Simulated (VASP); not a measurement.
Here is a VASP 6.6.1 calculation.

INCAR

```
  ALGO = Normal
  EDIFF = 1E-8
  ENCUT = 520
  GGA = PE
  ISIF = 2
  ISMEAR = -1
  LASPH = T
  LCHARG = F
  LEFG = T
  LREAL = F
  LWAVE = F
  NBANDS = 15
  NELM = 80
  PREC = Accurate
  SIGMA = 0.05
```

File KPOINTS:

```
k-points
0
Gamma
  13 13 11
```

The input POSCAR:

```
HfB2
1.0
    3.0759004798      0.0000000000      0.0000000000
   -1.5379502400      2.6638079550      0.0000000000
    0.0000000000      0.0000000000      3.4089596583
Hf B
1 2
Direct
    0.0000000000      0.0000000000      0.0000000000
    0.3333333333      0.6666666667      0.5000000000
    0.6666666667      0.3333333333      0.5000000000
```

Potentials or basis: VASP PAW PBE potentials, release 64 (Hf_pv, B).

Command:

```bash
$ cat potpaw_PBE.64/Hf_pv/POTCAR potpaw_PBE.64/B/POTCAR > POTCAR
$ mpirun -np 1 vasp_std > vasp.out
```

Estimate the pressure.

18.9 GPa.

Estimate the band gap on the k mesh.

zero (band 8 reaches 8.85 eV, above the bottom of band 9 at 7.75 eV).

Electric field gradients, principal values (V/Å²):
```csv
atom,least,middle,greatest (by size)
1 Hf,-39.401,-39.401,78.802
2 B,-0.765,-0.765,1.530
3 B,-0.765,-0.765,1.530
```

Caveat: without QUAD_EFG the Cq values of the log hold for a quadrupole moment of 1 mb, not for the nuclei; spin-orbit coupling is left out, which moves the levels of the heavy elements.
